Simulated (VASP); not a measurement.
Crystal: ReSb (zincblende type).

```
CELL_PARAMETERS angstrom
0.00000 3.10723 3.10723
3.10723 0.00000 3.10723
3.10723 3.10723 0.00000
ATOMIC_POSITIONS crystal
Re 0.00000 0.00000 0.00000
Sb 0.25000 0.25000 0.25000
```

| Quantity | Value |
| --- | --- |
| Program | VASP 6.6.1 |
| Task | relaxation of cell and atoms |
| Functional | PBE |
| Potentials or basis | VASP PAW PBE potentials, release 64 (Re, Sb) |
| Cutoff | 600 eV |
| k mesh | 12 × 12 × 12 |
| Occupations | fermi-dirac, width 0.08 eV |
| Spin | no spin polarisation |

At the start: pressure -7.4 GPa; volume 30.00 Å³/atom.

Where does the relaxation end?

Over 7 steps the energy falls by 67.1 meV/atom and the volume is 27.34 Å³/atom (-8.9 %); space group F-43m (No. 216, to 0.1 Å) before and after.

The path:
| step | energy change (eV) | largest force (eV/Å) | pressure (GPa) | volume (Å³) |
| --- | --- | --- | --- | --- |
| 1 | 0.0000 | 0.0000 | -7.40 | 60.00 |
| 2 | 0.1091 | 0.0000 | 14.60 | 48.76 |
| 3 | -0.1340 | 0.0000 | -0.24 | 54.82 |
| 4 | -0.1341 | 0.0000 | -0.03 | 54.70 |
| 5 | -0.1341 | 0.0000 | 0.15 | 54.60 |
| 6 | -0.1341 | 0.0000 | -0.18 | 54.78 |
| 7 | -0.1341 | 0.0000 | 0.01 | 54.68 |

Final structure:
```
CELL_PARAMETERS angstrom
0.00000 3.01252 3.01252
3.01252 0.00000 3.01252
3.01252 3.01252 0.00000
ATOMIC_POSITIONS crystal
Re 0.00000 0.00000 0.00000
Sb 0.25000 0.25000 0.25000
```
